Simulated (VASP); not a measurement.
A run of VASP 6.6.1:

The input INCAR:

```
PREC = Accurate
ENCUT = 520
EDIFF = 1E-7
ISMEAR = 0
SIGMA = 0.1
LREAL = False
LASPH = True
NELM = 100
ALGO = Normal
ISIF = 2
LWAVE = False
LCHARG = False
GGA = PS
NBANDS = 31
```

Contents of KPOINTS:

```
regular mesh
0
Gamma
  12 12 6
```

POSCAR

```
Si2Mo
1.0
    3.0465170120      0.0000000000      0.0000000000
    0.0000000000      3.0465170120      0.0000000000
    0.0000000000      0.0000000000      8.0325613717
Si Mo
4 2
Direct
    0.0000000000      0.0000000000      0.3345598189
    0.5000000000      0.5000000000      0.1654401811
    0.5000000000      0.5000000000      0.8345598189
    0.0000000000      0.0000000000      0.6654401811
    0.0000000000      0.0000000000      0.0000000000
    0.5000000000      0.5000000000      0.5000000000
```

Potentials or basis: VASP PAW PBE potentials, release 64 (Si, Mo_sv).

Command:

```sh
$ cat potpaw_PBE.64/Si/POTCAR potpaw_PBE.64/Mo_sv/POTCAR > POTCAR
$ mpirun -np 1 vasp_std > vasp.out
```

Hardware: 1 thread of AMD EPYC 9R45 96-Core Processor (Zen 5) (shared host).

Problem. How long does it take, and how much memory?

Solution. Run time: 2.1 min on 1 thread of AMD EPYC 9R45 96-Core Processor (Zen 5), on a shared host, peak memory 0.29 GiB. Counts: scf iterations 15, k points 112.
